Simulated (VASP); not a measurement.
## SnO2: single point with PBEsol

SnO2:

```xyz
6
Lattice="-1.9648 1.9648 4.8593 1.9648 -1.9648 4.8593 1.9648 1.9648 -4.8593" Properties=species:S:1:pos:R:3 pbc="T T T"
Sn    0.0000    1.9648    2.4297
Sn    0.0000    0.0000    0.0000
O     0.0000    0.0000    7.6791
O     0.0000    1.9648    4.4692
O     0.0000    0.0000    2.0396
O     0.0000    1.9648    0.3901
```

This cell differs from its parent crystal: volume scaled by 0.91, then relaxed in part.

- Program: VASP 6.6.1
- Task: single point
- Functional: PBEsol
- Potentials or basis: VASP PAW PBE potentials, release 64 (Sn_d, O)
- Cutoff: 520 eV
- k mesh: 10 × 10 × 10
- Occupations: gaussian, width 0.02 eV
- Spin: no spin polarisation

| Property | Result |
| --- | --- |
| Pressure | 17.6 GPa |
| Largest force | 0.034 eV/Å |
| Band gap on the k mesh | 2.31 eV, indirect (least direct gap 2.94 eV) |

Forces on the atoms (eV/Å):
```
Sn   0.000  0.000  0.000
Sn   0.000  0.000  0.000
O    0.000  0.000 -0.034
O    0.000  0.000  0.034
O    0.000  0.000  0.034
O    0.000  0.000 -0.034
```

Stress tensor (GPa, compression positive):
```
17.49  0.00  0.00
 0.00 17.49  0.00
 0.00  0.00 17.78
```

Levels at points of the mesh, in eV from the valence-band top:
| k point | band 24 | band 25 | band 26 | band 27 | band 28 | band 29 |
| --- | --- | --- | --- | --- | --- | --- |
| (0.00, 0.00, 0.00) | -0.80 | -0.62 | -0.62 | 2.31 | 5.97 | 9.65 |
| (0.50, 0.00, 0.00) | -0.92 | -0.77 | -0.51 | 5.80 | 6.91 | 8.31 |
| (0.50, 0.50, 0.00) | -0.85 | -0.05 | -0.05 | 7.84 | 7.84 | 8.28 |
| (0.50, 0.50, 0.50) | -1.12 | -0.49 | -0.49 | 4.77 | 4.77 | 8.01 |

Run time: 6.4 min on 1 thread of Intel(R) Xeon(R) Platinum 8259CL CPU @ 2.50GHz (Skylake/Cascade Lake), with other jobs on the host, peak memory 0.39 GiB.

Caveat: the PAW data sets were made with another functional, which shifts forces and pressure a little; spin-orbit coupling is left out, which moves the levels of the heavy elements. A k mesh can miss the band edges.
